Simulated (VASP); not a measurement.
Set up this calculation in VASP 6.6.1, as the native input.

```
Task                   : single point
Functional             : PBE
Potentials or basis    : VASP PAW PBE potentials, release 64 (Zn, O)
Cutoff                 : 520 eV
k mesh                 : 6 × 6 × 4
Occupations            : gaussian, width 0.1 eV
Spin                   : no spin polarisation
Dipole correction      : no
Further INCAR settings : ALGO = Normal; EDIFF = 1e-06; NBANDS = 26
```

The structure of ZnO (pbe) lies in POSCAR:

```
ZnO
1.0
    3.2494000000      0.0000000000      0.0000000000
   -1.6247000000      2.8140629500      0.0000000000
    0.0000000000      0.0000000000      5.2038000000
Zn O
2 2
Direct
    0.3333333300      0.6666666700      0.0000000000
    0.6666666700      0.3333333300      0.5000000000
    0.3333333300      0.6666666700      0.3830000000
    0.6666666700      0.3333333300      0.8830000000
```

These files were run (other wordings do the same):

INCAR

```
PREC = Accurate ; ENCUT = 520
EDIFF = 1E-6 ; ISMEAR = 0
SIGMA = 0.1 ; LREAL = F
LASPH = T ; NELM = 60
ALGO = Normal ; ISIF = 2
LWAVE = F ; LCHARG = F
GGA = PE ; NBANDS = 26
```

KPOINTS

```
Automatic mesh
0
Gamma
  6 6 4
```

Potentials or basis: VASP PAW PBE potentials, release 64 (Zn, O).

Launch:

```bash
$ cat potpaw_PBE.64/Zn/POTCAR potpaw_PBE.64/O/POTCAR > POTCAR
$ mpirun -np 1 vasp_std > vasp.out
```

Results of the run:

```json
{"Pressure": "6.0 GPa", "Largest force": "0.063 eV/Å", "Band gap on the k mesh": "0.79 eV, direct"}
```

Run time: 32 s on 1 thread of AMD EPYC 7R43 64-Core Processor (Zen 3), on a shared host, peak memory 0.13 GiB.
